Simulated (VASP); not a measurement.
## AlRu: single point with PBEsol

AlRu:

```xyz
2
Lattice="3.0880 0.0000 0.0000 0.0000 2.8648 0.0000 0.0000 0.0000 2.9764" Properties=species:S:1:pos:R:3 pbc="T T T"
Al    0.0000    0.0000    0.0000
Ru    1.5440    1.4324    1.4882
```

This cell differs from its parent crystal: strain +0.0375 x Voigt [1, -1, 0, 0, 0, 0].

```json
{"Program": "VASP 6.6.1", "Task": "single point", "Functional": "PBEsol", "Potentials or basis": "VASP PAW PBE potentials, release 64 (Al, Ru_pv)", "Cutoff": "520 eV", "k mesh": "20 × 20 × 20", "Occupations": "gaussian, width 0.15 eV", "Spin": "no spin polarisation"}
```

```yaml
Pressure: 0.9 GPa
Band_gap_on_the_k_mesh: zero (an odd number of electrons rules out a gap without spin polarisation)
```

Stress tensor (GPa, compression positive):
```
-5.69  0.00  0.00
 0.00  8.02  0.00
 0.00  0.00  0.42
```

Levels at points of the mesh, in eV from the Fermi level:
```csv
k point,band 5,band 6,band 7,band 8,band 9,band 10,band 11,band 12,band 13,band 14
"(0.00, 0.00, 0.00)",-3.74,-3.71,-0.07,0.21,0.42,5.01,6.10,7.34,10.80,11.12
"(0.50, 0.00, 0.00)",-5.94,-3.05,-1.65,-1.18,0.61,1.66,7.45,11.02,12.09,12.67
"(0.00, 0.50, 0.00)",-5.11,-2.74,-2.12,-1.70,0.29,2.98,7.36,10.13,11.05,12.54
"(0.50, 0.50, 0.00)",-3.16,-1.66,-1.36,-1.12,-1.10,1.45,5.52,6.38,10.72,11.97
"(0.00, 0.00, 0.50)",-5.55,-2.93,-2.10,-1.20,0.47,2.31,7.32,10.10,12.09,12.31
"(0.50, 0.00, 0.50)",-3.35,-1.75,-1.49,-0.90,-0.80,1.27,4.85,6.13,11.66,11.97
"(0.00, 0.50, 0.50)",-3.04,-1.64,-1.48,-1.33,-1.05,1.78,5.90,6.62,9.89,11.97
"(0.50, 0.50, 0.50)",-4.75,-4.68,1.40,1.89,2.69,3.88,4.12,4.37,8.14,8.66
```

Wall time 8.1 min on 1 thread of Intel Xeon 8259CL (shared host), peak memory 0.61 GiB.

Caveat: the cell differs from its parent crystal (strain +0.0375 x Voigt [1, -1, 0, 0, 0, 0]); the stress differs along the axes, from -6 to 8 GPa; the PAW data sets were made with another functional, which shifts forces and pressure a little.
